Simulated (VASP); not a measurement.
Set up this calculation in VASP 6.6.1, as the native input.

| Item | Value |
| --- | --- |
| Task | single point |
| Functional | PBEsol |
| Potentials or basis | VASP PAW PBE potentials, release 64 (Si, O) |
| Cutoff | 520 eV |
| k mesh | 7 × 7 × 7 |
| Occupations | fermi-dirac, width 0.03 eV |
| Spin | no spin polarisation |
| Dipole correction | no |
| Further INCAR settings | ALGO = Normal; EDIFF = 1e-06; NBANDS = 25 |

The structure of SiO2 lies in POSCAR:

```
SiO2
1.0
   -2.4206118211      2.4206118211      3.8174304072
    2.4206118211     -2.4206118211      3.8174304072
    2.4206118211      2.4206118211     -3.8174304072
Si O
2 4
Direct
    0.0000000000      0.0000000000      0.0000000000
    0.7500000000      0.2500000000      0.5000000000
    0.9983800000      0.6250000000      0.8733800000
    0.3750000000      0.2483800000      0.3733800000
    0.7516200000      0.1250000000      0.1266200000
    0.8750000000      0.0016200000      0.6266200000
```

This cell differs from its parent crystal: volume scaled by 1.06.

The input as run:

INCAR

```
  PREC = Accurate
  ENCUT = 520
  EDIFF = 1E-6
  ISMEAR = -1
  SIGMA = 0.03
  LREAL = False
  LASPH = True
  NELM = 80
  ALGO = Normal
  ISIF = 2
  LWAVE = False
  LCHARG = True
  GGA = PS
  LELF = True
  LVHAR = True
  NBANDS = 25
```

KPOINTS

```
Automatic mesh
0
Gamma
  7 7 7
```

Potentials or basis: VASP PAW PBE potentials, release 64 (Si, O).

Launch:

```sh
$ cat potpaw_PBE.64/Si/POTCAR potpaw_PBE.64/O/POTCAR > POTCAR
$ mpirun -np 1 vasp_std > vasp.out
```

It gave:

| Item | Value |
| --- | --- |
| Pressure | -7.3 GPa |
| Largest force | 0.665 eV/Å |
| Band gap on the k mesh | 5.57 eV, direct |

Caveat: the PAW data sets were made with another functional, which shifts forces and pressure a little.

Wall time 120 s on 1 thread of Intel(R) Xeon(R) Platinum 8488C (Sapphire Rapids), on a shared host, peak memory 0.25 GiB.
